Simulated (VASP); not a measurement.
# SnO2 (I4_1/amd) in VASP: a series of runs

The runs below take SnO2 through single point, with PBEsol.

Everything below comes from runs of VASP 6.6.1. Logs are shortened: lines on timing, memory, paths and dates and some standing lists are left out, and cuts for length are marked.

## 1. The cell of the first run

It takes space group I4_1/amd (No. 141, tetragonal). Conventional cell: a = 3.900 Å, b = 3.900 Å, c = 9.968 Å, α = 90.00°, β = 90.00°, γ = 90.00°. Within 2.6 Å of Sn (site symmetry -4m2) lie 6 O at 2.00 to 2.06 Å. O (site symmetry 2mm) has 3 Sn at 2.00 to 2.06 Å and 2 O at 2.53 Å within 2.6 Å.

## 2. Single point, PBEsol (volume 12.638 Å^3 an atom, c/a of the conventional cell 2.5557)

Contents of INCAR:

```
PREC     = Accurate       # precision mode
ENCUT    = 520            # plane-wave cutoff, eV
EDIFF    = 1E-7           # SCF threshold, eV
ISMEAR   = 0              # smearing method
SIGMA    = 0.05           # smearing width, eV
LREAL    = False          # projectors in reciprocal space
LASPH    = True           # aspherical terms in the spheres
NELM     = 100            # most SCF steps
ALGO     = Normal         # electronic algorithm
ISIF     = 2              # what is computed and relaxed
LWAVE    = False          # write WAVECAR
LCHARG   = False          # write CHGCAR
GGA      = PS             # functional
NBANDS   = 35             # bands
```

Contents of KPOINTS:

```
regular mesh
0
Gamma
  10 10 10
```

Contents of POSCAR:

```
SnO2
1.0
   -1.9502412741      1.9502412741      4.9841708768
    1.9502412741     -1.9502412741      4.9841708768
    1.9502412741      1.9502412741     -4.9841708768
Sn O
2 4
Direct
    0.7500000000      0.2500000000      0.5000000000
    0.0000000000      0.0000000000      0.0000000000
    0.7938348972      0.7938348972      0.0000000000
    0.9561651028      0.4561651028      0.5000000000
    0.2061651028      0.2061651028      0.0000000000
    0.5438348972      0.0438348972      0.5000000000
```

Potentials or basis: VASP PAW PBE potentials, release 64 (Sn_d, O).

Launch:

```sh
$ cat potpaw_PBE.64/Sn_d/POTCAR potpaw_PBE.64/O/POTCAR > POTCAR
$ mpirun -np 1 vasp_std > vasp.out
```

OUTCAR:

```text
PREC = Accurate
   ENCUT = 520
   EDIFF = 1E-7
   ISMEAR = 0
   LREAL = False
   LASPH = True
   NELM = 100
   ISIF = 2
   GGA = PS

 ion  position               nearest neighbor table
   1  0.750  0.250  0.500-   3 2.00   5 2.00   3 2.00   5 2.00   4 2.06   6 2.06   2 3.16   2 3.16
                             2 3.16   2 3.16
   2  0.000  0.000  0.000-   6 2.00   4 2.00   6 2.00   4 2.00   3 2.06   5 2.06   1 3.16   1 3.16
                             1 3.16   1 3.16
   3  0.794  0.794  0.000-   1 2.00   1 2.00   2 2.06
   4  0.956  0.456  0.500-   2 2.00   2 2.00   1 2.06
   5  0.206  0.206  0.000-   1 2.00   1 2.00   2 2.06
   6  0.544  0.044  0.500-   2 2.00   2 2.00   1 2.06

  LATTYP: Found a body centered tetragonal cell.
 ALAT       =     3.9004825482
 C/A-ratio  =     2.5556688513

  Lattice vectors:

 A1 = (  -1.9502412741,   1.9502412741,   4.9841708768)
 A2 = (   1.9502412741,  -1.9502412741,   4.9841708768)
 A3 = (   1.9502412741,   1.9502412741,  -4.9841708768)

Analysis of symmetry for initial positions (statically):
=====================================================================
 Subroutine PRICEL returns:
 Original cell was already a primitive cell.

 Routine SETGRP: Setting up the symmetry group for a
 body centered tetragonal supercell.

 Subroutine GETGRP returns: Found 16 space group operations
 (whereof  8 operations were pure point group operations)
 out of a pool of 16 trial point group operations.

The static configuration has the point symmetry D_2d.
 The point group associated with its full space group is D_4h.

Analysis of symmetry for dynamics (positions and initial velocities):
=====================================================================
 Subroutine PRICEL returns:
 Original cell was already a primitive cell.

 Routine SETGRP: Setting up the symmetry group for a
 body centered tetragonal supercell.

 Subroutine GETGRP returns: Found 16 space group operations
 (whereof  8 operations were pure point group operations)
 out of a pool of 16 trial point group operations.

The dynamic configuration has the point symmetry D_2d.
 The point group associated with its full space group is D_4h.

 Subroutine INISYM returns: Found 16 space group operations
 (whereof  8 operations are pure point group operations),
 and found     1 'primitive' translations

----------------------------------------------------------------------------------------

                                     Primitive cell

  volume of cell :      75.8280

  direct lattice vectors                    reciprocal lattice vectors
    -1.950241274  1.950241274  4.984170877     0.000000000  0.256378535  0.100317588
     1.950241274 -1.950241274  4.984170877     0.256378535  0.000000000  0.100317588
     1.950241274  1.950241274 -4.984170877     0.256378535  0.256378535  0.000000000

  length of vectors
     5.696388451  5.696388451  5.696388451     0.275306323  0.275306323  0.362574001

  position of ions in fractional coordinates (direct lattice)
     0.750000000  0.250000000  0.500000000
     0.000000000  0.000000000  0.000000000
     0.793834897  0.793834897  0.000000000
     0.956165103  0.456165103  0.500000000
     0.206165103  0.206165103  0.000000000
     0.543834897  0.043834897  0.500000000

  ion indices of the primitive-cell ions
   primitive index   ion index
                 1           1
                 2           2
                 3           3
                 4           4
                 5           5
                 6           6

----------------------------------------------------------------------------------------

 KPOINTS: regular mesh

Automatic generation of k-mesh.
 Grid dimensions read from file:
 generate k-points for:   10   10   10

 Generating k-lattice:

  Cartesian coordinates                     Fractional coordinates (reciprocal lattice)
     0.000000000  0.025637853  0.010031759     0.100000000  0.000000000 -0.000000000
     0.025637853  0.000000000  0.010031759     0.000000000  0.100000000 -0.000000000
[... 46 lines left out ...]
 non-spin polarized calculation
 Gauss-broadening in eV      SIGMA  =   0.05
  energy-cutoff  :      520.00
  volume of cell :       75.83
 maximum number of plane-waves:      2074
   NGX = 21   NGY = 21   NGZ = 21

 number of electron      52.0000008 magnetization

 Free energy of the ion-electron system (eV)
  ---------------------------------------------------
  ext. energy  EPLUGINS =         0.00000000
  ---------------------------------------------------
  free energy    TOTEN  =       -38.88900737 eV

  energy without entropy =      -38.88900737  energy(sigma->0) =      -38.88900737

 E-fermi :   5.0667     XC(G=0): -10.9692

 val. band max:        4.7750215714   @ k =   0.3000   0.3000   0.2000
 cond. band min:       7.0615579989   @ k =   0.0000   0.0000   0.0000
 fundamental gap:      2.2865364275
 Fermi energy:         5.0666608747

 k-point     1 :       0.0000    0.0000    0.0000
  band No.  band energies     occupation
      1     -15.7040      2.00000
      2     -15.6867      2.00000
      3     -15.5190      2.00000
      4     -14.7140      2.00000
      5     -14.5848      2.00000
      6     -14.5848      2.00000
[... 27 lines left out ...]
     34      17.3235      0.00000
     35      17.8460      0.00000

 k-point     2 :       0.1000    0.0000   -0.0000
  band No.  band energies     occupation
      1     -15.7268      2.00000
      2     -15.6195      2.00000
      3     -15.5001      2.00000
      4     -14.7233      2.00000
      5     -14.5880      2.00000
      6     -14.5829      2.00000
[... 27 lines left out ...]
     34      17.0823      0.00000
     35      17.6658      0.00000

 k-point     3 :       0.2000    0.0000   -0.0000
  band No.  band energies     occupation
      1     -15.7255      2.00000
      2     -15.5455      2.00000
      3     -15.4064      2.00000
      4     -14.7484      2.00000
      5     -14.5958      2.00000
      6     -14.5790      2.00000
[... 27 lines left out ...]
     34      16.8025      0.00000
     35      17.2340      0.00000
[... 723 lines left out ...]
 k-point    23 :       0.3000    0.3000   -0.0000
  band No.  band energies     occupation
      1     -15.5423      2.00000
      2     -15.3872      2.00000
      3     -15.0212      2.00000
      4     -14.6991      2.00000
      5     -14.6453      2.00000
      6     -14.5218      2.00000
[... 27 lines left out ...]
     34      16.4472      0.00000
     35      17.6032      0.00000

 k-point    24 :       0.4000    0.3000   -0.0000
  band No.  band energies     occupation
      1     -15.4715      2.00000
      2     -15.3211      2.00000
      3     -14.9410      2.00000
      4     -14.7142      2.00000
      5     -14.6532      2.00000
      6     -14.4932      2.00000
[... 27 lines left out ...]
     34      16.4220      0.00000
     35      17.9201      0.00000

 [... further k-points ...]
[... 5 lines left out ...]
  --------------------------------------------------------------------------------------
  -------------------------------------------------------------------------------------
  Total        8.2613193      8.2613193      6.9844896      0.0000000      0.0000000      0.0000000
  in kB      174.5542346    174.5542346    147.5759740      0.0000000      0.0000000      0.0000000
  external PRESSURE =     165.5614811 kB  Pullay stress =       0.0000000 kB

 VOLUME and BASIS-vectors are now :
 -----------------------------------------------------------------------------
  energy-cutoff  :      520.00
  volume of cell :       75.83
      direct lattice vectors                 reciprocal lattice vectors
    -1.950241274  1.950241274  4.984170877     0.000000000  0.256378535  0.100317588
     1.950241274 -1.950241274  4.984170877     0.256378535  0.000000000  0.100317588
     1.950241274  1.950241274 -4.984170877     0.256378535  0.256378535  0.000000000

 POSITION                                       TOTAL-FORCE (eV/Angst)
 -----------------------------------------------------------------------------------
     -0.00000      1.95024      2.49209         0.000000      0.000000      0.000000
      0.00000      0.00000      0.00000         0.000000      0.000000      0.000000
      0.00000      0.00000      7.91322        -0.000000      0.000000     -0.041932
     -0.00000      1.95024      4.54721         0.000000     -0.000000      0.041932
      0.00000      0.00000      2.05512        -0.000000      0.000000      0.041932
      0.00000      1.95024      0.43696         0.000000     -0.000000     -0.041932
 -----------------------------------------------------------------------------------
    total drift:                                0.000000      0.000000      0.000000

  FREE ENERGIE OF THE ION-ELECTRON SYSTEM (eV)
  ---------------------------------------------------
  free  energy   TOTEN  =       -38.8890073748 eV

  energy  without entropy=      -38.8890073748  energy(sigma->0) =      -38.88900737
```

Run time: 5 min. Hardware: 1 thread of Intel Xeon 6975P-C (Granite Rapids), shared host; peak memory 0.38 GiB.

Results:

```yaml
Free_energy: -38.8890 eV
Pressure: 16.6 GPa
Largest_force: 0.042 eV/Å
Band_gap_on_the_k_mesh: 2.29 eV, indirect (least direct gap 2.81 eV)
```

Forces in eV/Å, atoms in the order of the input:
```
Sn   0.000  0.000  0.000
Sn   0.000  0.000  0.000
O    0.000  0.000 -0.042
O    0.000  0.000  0.042
O    0.000  0.000  0.042
O    0.000  0.000 -0.042
```

Stress tensor (GPa, compression positive):
```
17.46  0.00  0.00
 0.00 17.46  0.00
 0.00  0.00 14.76
```

Caveat: the PAW data sets were made with another functional, which shifts forces and pressure a little; spin-orbit coupling is left out, which moves the levels of the heavy elements. A k mesh can miss the band edges.

## 3. Single point, PBEsol (volume 12.638 Å^3 an atom, c/a of the conventional cell 2.7145)

Contents of INCAR:

```
SYSTEM = SnO2
  PREC = Accurate
  ENCUT = 520
  EDIFF = 1E-6
  ISMEAR = 0
  SIGMA = 0.05
  LREAL = .FALSE.
  LASPH = .TRUE.
  NELM = 60
  ALGO = Normal
  ISIF = 2
  LWAVE = .FALSE.
  LCHARG = .FALSE.
  GGA = PS
  NBANDS = 35
```

Contents of KPOINTS:

```
regular mesh
0
G
  10 10 10
  0 0 0
```

Contents of POSCAR:

```
SnO2
1.0
   -1.9114367047      1.9114367047      5.1885949348
    1.9114367047     -1.9114367047      5.1885949348
    1.9114367047      1.9114367047     -5.1885949348
Sn O
2 4
Direct
    0.7500000000      0.2500000000      0.5000000000
    0.0000000000      0.0000000000      0.0000000000
    0.7990506237      0.7990506237      0.0000000000
    0.9509493763      0.4509493763      0.5000000000
    0.2009493763      0.2009493763      0.0000000000
    0.5490506237      0.0490506237      0.5000000000
```

Potentials or basis: VASP PAW PBE potentials, release 64 (Sn_d, O).

Launch:

```sh
$ cat potpaw_PBE.64/Sn_d/POTCAR potpaw_PBE.64/O/POTCAR > POTCAR
$ mpirun -np 1 vasp_std > vasp.out
```

Wall time 5.6 min (1 thread of Intel Xeon 6975P-C (Granite Rapids), shared host); peak memory 0.45 GiB.

Results (log left out):

```
Free energy            : -38.7671 eV
Pressure               : 18.6 GPa
Largest force          : 0.023 eV/Å
Band gap on the k mesh : 2.37 eV, indirect (least direct gap 2.74 eV)
```

Forces in eV/Å, atoms in the order of the input:
```
Sn   0.000  0.000  0.000
Sn   0.000  0.000  0.000
O    0.000  0.000 -0.023
O    0.000  0.000  0.023
O    0.000  0.000  0.023
O    0.000  0.000 -0.023
```

Stress tensor (GPa, compression positive):
```
21.71  0.00  0.00
 0.00 21.71  0.00
 0.00  0.00 12.46
```

Levels at points of the mesh, in eV from the valence-band top:
```csv
k point,band 23,band 24,band 25,band 26,band 27,band 28,band 29,band 30
"(0.00, 0.00, 0.00)",-0.67,-0.67,-0.37,-0.37,2.37,6.48,9.47,9.49
"(0.50, 0.00, 0.00)",-0.78,-0.78,-0.54,-0.23,5.81,6.95,8.30,9.13
"(0.50, 0.50, 0.00)",-0.71,-0.71,-0.01,-0.01,8.22,8.22,8.27,8.27
"(0.50, 0.50, 0.50)",-1.09,-1.09,-0.24,-0.24,5.12,5.12,7.55,7.55
```

Caveat: the PAW data sets were made with another functional, which shifts forces and pressure a little; spin-orbit coupling is left out, which moves the levels of the heavy elements.

## 4. Single point, PBEsol (volume 15.934 Å^3 an atom, c/a of the conventional cell 2.5557)

Contents of INCAR:

```
SYSTEM = SnO2
ALGO     = Normal         ! electronic algorithm
EDIFF    = 1E-7           ! SCF threshold, eV
ENCUT    = 520            ! plane-wave cutoff, eV
GGA      = PS             ! functional
ISIF     = 2              ! what is computed and relaxed
ISMEAR   = 0              ! smearing method
LASPH    = .True.         ! aspherical terms in the spheres
LCHARG   = .True.         ! write CHGCAR
LELF     = .True.         ! ELF
LREAL    = .False.        ! projectors in reciprocal space
LVHAR    = .True.       
LWAVE    = .False.        ! write WAVECAR
NBANDS   = 35             ! bands
NELM     = 100            ! most SCF steps
PREC     = Accurate       ! precision mode
SIGMA    = 0.05           ! smearing width, eV
```

Contents of KPOINTS:

```
k-points
0
Gamma
  10 10 10
  0 0 0
```

Contents of POSCAR:

```
SnO2
1.0
   -2.1068672097      2.1068672097      5.3844549017
    2.1068672097     -2.1068672097      5.3844549017
    2.1068672097      2.1068672097     -5.3844549017
Sn O
2 4
Direct
    0.7500000000      0.2500000000      0.5000000000
    0.0000000000      0.0000000000      0.0000000000
    0.8034505761      0.8034505761      0.0000000000
    0.9465494239      0.4465494239      0.5000000000
    0.1965494239      0.1965494239      0.0000000000
    0.5534505761      0.0534505761      0.5000000000
```

Launch:

```sh
$ cat potpaw_PBE.64/Sn_d/POTCAR potpaw_PBE.64/O/POTCAR > POTCAR
$ mpirun -np 1 vasp_std > vasp.out
```

Run time: 5.1 min. Hardware: 1 thread of Intel Xeon 6975P-C (Granite Rapids), shared host; peak memory 0.49 GiB.

The run converged. Its results:

```
Free energy            : -38.5224 eV
Pressure               : -15.3 GPa
Largest force          : 0.039 eV/Å
Band gap on the k mesh : 0.43 eV, indirect (least direct gap 0.61 eV)
```

Forces on the atoms (eV/Å):
```
Sn   0.000  0.000  0.000
Sn   0.000  0.000  0.000
O    0.000  0.000 -0.039
O    0.000  0.000  0.039
O    0.000  0.000  0.039
O    0.000  0.000 -0.039
```

Stress tensor (GPa, compression positive):
```
-15.13   0.00   0.00
  0.00 -15.13   0.00
  0.00   0.00 -15.57
```

Levels at points of the mesh, in eV from the valence-band top:
```csv
k point,band 22,band 23,band 24,band 25,band 26,band 27,band 28,band 29,band 30,band 31
"(0.00, 0.00, 0.00)",-1.22,-0.52,-0.52,-0.17,-0.17,0.43,4.61,8.73,8.96,8.97
"(0.50, 0.00, 0.00)",-0.99,-0.58,-0.57,-0.36,-0.34,3.44,4.94,7.04,7.37,9.15
"(0.50, 0.50, 0.00)",-0.95,-0.72,-0.72,-0.08,-0.08,5.51,5.51,6.76,6.76,7.40
"(0.50, 0.50, 0.50)",-2.10,-0.90,-0.90,-0.10,-0.10,3.22,3.22,7.16,7.16,10.00
```

Caveat: the PAW data sets were made with another functional, which shifts forces and pressure a little; spin-orbit coupling is left out, which moves the levels of the heavy elements. A k mesh can miss the band edges.

## 5. Single point, PBEsol (volume 15.934 Å^3 an atom, c/a of the conventional cell 2.7145)

Contents of INCAR:

```
PREC     = Accurate       # precision mode
ENCUT    = 520            # plane-wave cutoff, eV
EDIFF    = 1E-7           # SCF threshold, eV
ISMEAR   = 0              # smearing method
SIGMA    = 0.05           # smearing width, eV
LREAL    = False          # projectors in reciprocal space
LASPH    = True           # aspherical terms in the spheres
NELM     = 60             # most SCF steps
ALGO     = Normal         # electronic algorithm
ISIF     = 2              # what is computed and relaxed
LWAVE    = False          # write WAVECAR
LCHARG   = True           # write CHGCAR
GGA      = PS             # functional
LELF     = True           # ELF
LVHAR    = True         
NBANDS   = 35             # bands
```

Contents of KPOINTS:

```
Automatic mesh
0
Gamma
  10 10 10
```

Contents of POSCAR:

```
SnO2
1.0
   -2.0649462043      2.0649462043      5.6052964716
    2.0649462043     -2.0649462043      5.6052964716
    2.0649462043      2.0649462043     -5.6052964716
Sn O
2 4
Direct
    0.7500000000      0.2500000000      0.5000000000
    0.0000000000      0.0000000000      0.0000000000
    0.8056142258      0.8056142258      0.0000000000
    0.9443857742      0.4443857742      0.5000000000
    0.1943857742      0.1943857742      0.0000000000
    0.5556142258      0.0556142258      0.5000000000
```

Launch:

```sh
$ cat potpaw_PBE.64/Sn_d/POTCAR potpaw_PBE.64/O/POTCAR > POTCAR
$ mpirun -np 1 vasp_std > vasp.out
```

Wall time 5.4 min (1 thread of Intel Xeon 6975P-C (Granite Rapids), shared host); peak memory 0.49 GiB.

It converged, with:

```yaml
Free_energy: -38.4558 eV
Pressure: -16.0 GPa
Largest_force: 0.015 eV/Å
Band_gap_on_the_k_mesh: 0.14 eV, indirect (least direct gap 0.28 eV)
```

Forces on the atoms (eV/Å):
```
Sn   0.000  0.000  0.000
Sn   0.000  0.000  0.000
O    0.000  0.000 -0.015
O    0.000  0.000  0.015
O    0.000  0.000  0.015
O    0.000  0.000 -0.015
```

Stress tensor (GPa, compression positive):
```
-14.49   0.00   0.00
  0.00 -14.49   0.00
  0.00   0.00 -19.17
```

Levels at points of the mesh, in eV from the valence-band top:
```tsv
k point	band 22	band 23	band 24	band 25	band 26	band 27	band 28	band 29	band 30	band 31
(0.00, 0.00, 0.00)	-1.09	-0.55	-0.55	-0.15	-0.15	0.14	4.51	8.14	8.52	8.57
(0.50, 0.00, 0.00)	-1.11	-0.58	-0.56	-0.35	-0.32	3.32	4.83	6.96	7.39	8.91
(0.50, 0.50, 0.00)	-0.88	-0.82	-0.82	-0.10	-0.10	5.45	5.45	6.81	6.81	7.41
(0.50, 0.50, 0.50)	-2.21	-0.93	-0.93	-0.08	-0.08	3.08	3.08	6.87	6.87	10.14
```

Caveat: the PAW data sets were made with another functional, which shifts forces and pressure a little; spin-orbit coupling is left out, which moves the levels of the heavy elements. A k mesh can miss the band edges.

## 6. Summary

| cell | gap on the mesh (eV) | pressure (GPa) | largest force (eV/Å) |
| --- | --- | --- | --- |
| a = 5.696 Å, angles 140.0, 140.0, 57.9°, 6 atoms | 2.29 | 16.6 | 0.04 |
| a = 5.851 Å, angles 141.9, 141.9, 55.0°, 6 atoms | 2.37 | 18.6 | 0.02 |
| a = 6.154 Å, angles 140.0, 140.0, 57.9°, 6 atoms | 0.43 | -15.3 | 0.04 |
| a = 6.320 Å, angles 141.9, 141.9, 55.0°, 6 atoms | 0.14 | -16.0 | 0.01 |

Alike in all rows: task single point; level PBEsol; potentials or basis VASP PAW PBE potentials, release 64 (Sn_d, O); no spin polarisation; k mesh 10 × 10 × 10; cutoff (eV) 520; smearing gaussian 0.05 eV.

Caveats: the PAW data sets were made with another functional, which shifts forces and pressure a little; spin-orbit coupling is left out, which moves the levels of the heavy elements.

Absolute energies hang on the potentials; compare differences alone.
